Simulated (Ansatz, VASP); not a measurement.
CsNbCl2: VASP beside Ansatz

```
CELL_PARAMETERS angstrom
7.99261 0.00000 0.00000
-3.99631 6.92181 0.00000
0.00000 0.00000 11.45431
ATOMIC_POSITIONS crystal
Cs 0.00000 0.00000 0.76916
Cs 0.00000 0.00000 0.23084
Nb 0.33333 0.66667 0.00000
Nb 0.66667 0.33333 0.00000
Cl 0.50000 0.00000 0.00000
Cl 0.00000 0.50000 0.00000
Cl 0.50000 0.50000 0.00000
Cl 0.00000 0.00000 0.50000
```

Alike in both runs: functional PBE; k mesh 6 × 6 × 4; occupations gaussian, width 0.1 eV; no spin polarisation.

Ansatz relaxed the structure, and its values are those at the end. VASP's run is a single point on that final structure, the one shown.

```csv
,VASP,Ansatz
version,VASP 6.6.1,Ansatz 0.2.0
potentials or method,"VASP PAW PBE potentials, release 64 (Cs_sv, Nb_sv, Cl), cutoff 520 eV","scalar-relativistic, plane waves, PAW"
valence electrons in the cell,72,72
```

Ansatz gave:

```
gap on the k mesh at the Fermi level (eV) : none
pressure (GPa)                            : 0.0
rms of the force components (eV/Å)        : 0.001
```

Question: Estimate VASP's values.

Answer: gap on the k mesh at the Fermi level (eV): none; pressure (GPa): 0.0; rms of the force components (eV/Å): 0.004.

A gap of «none» marks a metal or a gap that the smearing closes. Ansatz's warnings: xc potential rough in thin density.

Neither program's run includes spin-orbit coupling.
